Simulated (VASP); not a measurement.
Input of a VASP 6.6.1 run:

The input INCAR:

```
PREC = Accurate
ENCUT = 700
EDIFF = 1E-6
ISMEAR = 0
SIGMA = 0.05
LREAL = F
LASPH = T
NELM = 200
ALGO = Normal
ISIF = 2
LWAVE = F
LCHARG = T
ISPIN = 2
MAGMOM = 4.85 4.85 0.6 0.6
LORBIT = 11
NUPDOWN = 11.0
LMAXMIX = 4
LDAU = T
LDAUTYPE = 2
LDAUL = 2 -1
LDAUU = 6 0
LDAUJ = 0 0
LDAUPRINT = 1
GGA = CA
LELF = T
LVHAR = T
NBANDS = 33
GGA_COMPAT = F
```

Contents of KPOINTS:

```
Automatic mesh
0
Gamma
  7 7 7
```

Contents of POSCAR:

```
MnO
1.0
    2.6723886600      0.0000000000      2.6723886600
    0.0000000000      2.6723886600      2.6723886600
    0.0000000000      0.0000000000      5.3447773200
Mn O
2 2
Direct
    0.0000000000      0.0000000000      0.0000000000
    0.0000000000      0.0000000000      0.5000000000
    0.5000000000      0.5000000000      0.7500000000
    0.5000000000      0.5000000000      0.2500000000
```

Potentials or basis: VASP PAW LDA potentials, release 64 (Mn_sv, O).

Launch:

```sh
$ cat potpaw_LDA.64/Mn_sv/POTCAR potpaw_LDA.64/O/POTCAR > POTCAR
$ mpirun -np 1 vasp_std > vasp.out
```

Q: What does it give for the pressure?

A: 29.8 GPa.

Eigenvalues of the final occupation matrices:
| site | spin | trace | eigenvalues |
| --- | --- | --- | --- |
| site 1 d | 1 | 4.67 | 0.91 0.91 0.95 0.95 0.95 |
| site 1 d | 2 | 0.13 | 0.01 0.01 0.04 0.04 0.04 |
| site 2 d | 1 | 4.67 | 0.91 0.91 0.95 0.95 0.95 |
| site 2 d | 2 | 0.13 | 0.01 0.01 0.04 0.04 0.04 |

Caveat: the cell stands under pressure; the total moment is fixed, so each spin has its own Fermi level and the state may be an excited one. The state reached can hang on the start; a lower one may exist.
